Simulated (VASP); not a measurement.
Input of a VASP 6.6.1 run:

INCAR

```
SYSTEM = TiB2
ALGO     = Normal         ! electronic algorithm
EDIFF    = 1E-6           ! SCF threshold, eV
ENCUT    = 520            ! plane-wave cutoff, eV
GGA      = PE             ! functional
ISIF     = 2              ! what is computed and relaxed
ISMEAR   = 1              ! smearing method
LASPH    = .TRUE.         ! aspherical terms in the spheres
LCHARG   = .FALSE.        ! write CHGCAR
LREAL    = .FALSE.        ! projectors in reciprocal space
LWAVE    = .FALSE.        ! write WAVECAR
NBANDS   = 16             ! bands
NELM     = 100            ! most SCF steps
PREC     = Accurate       ! precision mode
SIGMA    = 0.05           ! smearing width, eV
```

File KPOINTS:

```
k-points
0
G
  9 9 5
  0 0 0
```

The input POSCAR:

```
TiB2
1.0
    3.0342600011      0.0000000000      0.0000000000
   -1.5171300005      2.6277462426      0.0000000000
    0.0000000000      0.0000000000      3.2191282087
Ti B
1 2
Direct
    0.0000000000      0.0000000000      0.0000000000
    0.3333333333      0.6666666667      0.5000000293
    0.6666666667      0.3333333333      0.4999999707
```

Potentials or basis: VASP PAW PBE potentials, release 64 (Ti_sv, B).

The run is started by

```sh
$ cat potpaw_PBE.64/Ti_sv/POTCAR potpaw_PBE.64/B/POTCAR > POTCAR
$ mpirun -np 1 vasp_std > vasp.out
```

(1) Estimate the band gap on the k mesh.

(2) What does it give for the pressure?

## Answers

(1) zero (bands 9 and 10 overlap by 0.04 eV).

(2) 0.2 GPa.

Caveat: the k points lie up to 0.39 Å⁻¹ apart.
